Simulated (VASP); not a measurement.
## Sn: relaxation of volume and atoms at fixed shape with PBEsol

Crystal: Sn.

```xyz
2
Lattice="0.0000 3.2333 3.2333 3.2333 0.0000 3.2333 3.2333 3.2333 0.0000" Properties=species:S:1:pos:R:3 pbc="T T T"
Sn    0.0000    0.0000    0.0000
Sn    1.6167    1.6167    1.6167
```

This isn't the form of Sn at room conditions, which is tetragonal (white tin).

```yaml
Program: VASP 6.6.1
Task: relaxation of volume and atoms at fixed shape
Functional: PBEsol
Potentials_or_basis: VASP PAW PBE potentials, release 64 (Sn_d)
Cutoff: 600 eV
k_mesh: 7 × 7 × 7
Occupations: fermi-dirac, width 0.1 eV
Spin: no spin polarisation
Dipole_correction: no
Further_INCAR_settings: ALGO = Normal; EDIFF = 1e-07; IBRION = 2; EDIFFG = -0.02; NSW = 80; ISIF = 8
```

```json
{
 "Relaxed volume": "35.01 Å³/atom",
 "Relaxed cell": "a = 4.626 Å, b = 4.626 Å, c = 4.626 Å, α = 60.00°, β = 60.00°, γ = 60.00°",
 "Space group after relaxing (to 0.1 Å)": "Fd-3m (No. 227)",
 "Energy gained by relaxing": "5.7 meV/atom",
 "Ionic steps": "3",
 "Pressure after relaxing": "0.0 GPa",
 "Band gap on the k mesh": "zero (bands 14 and 15 overlap by 0.16 eV)"
}
```

Step by step:
```tsv
step	energy change (eV)	largest force (eV/Å)	pressure (GPa)	volume (Å³)
1	0.0000	0.0000	1.57	67.61
2	-0.0100	0.0000	-0.49	70.90
3	-0.0114	0.0000	-0.01	70.02
```

Final structure:
```yaml
crystal:
  lattice:
    - [0.00000, 3.27131, 3.27131]
    - [3.27131, 0.00000, 3.27131]
    - [3.27131, 3.27131, 0.00000]
  atoms:
    - { symbol: Sn, position: [0.00000, 0.00000, 0.00000] }
    - { symbol: Sn, position: [0.25000, 0.25000, 0.25000] }
```

Levels at points of the mesh, in eV from the Fermi level:
| k point | band 10 | band 11 | band 12 | band 13 | band 14 | band 15 | band 16 | band 17 | band 18 |
| --- | --- | --- | --- | --- | --- | --- | --- | --- | --- |
| (0.00, 0.00, 0.00) | -21.12 | -10.39 | -0.78 | 0.16 | 0.16 | 0.16 | 2.22 | 2.22 | 2.22 |

Run time: 110 s on 1 thread of Oxide Virtual Turin-like Processor (shared host), peak memory 0.21 GiB.

Caveat: the PAW data sets were made with another functional, which shifts forces and pressure a little; spin-orbit coupling is left out, which moves the levels of the heavy elements. Zero-point motion and thermal expansion aren't in these numbers.
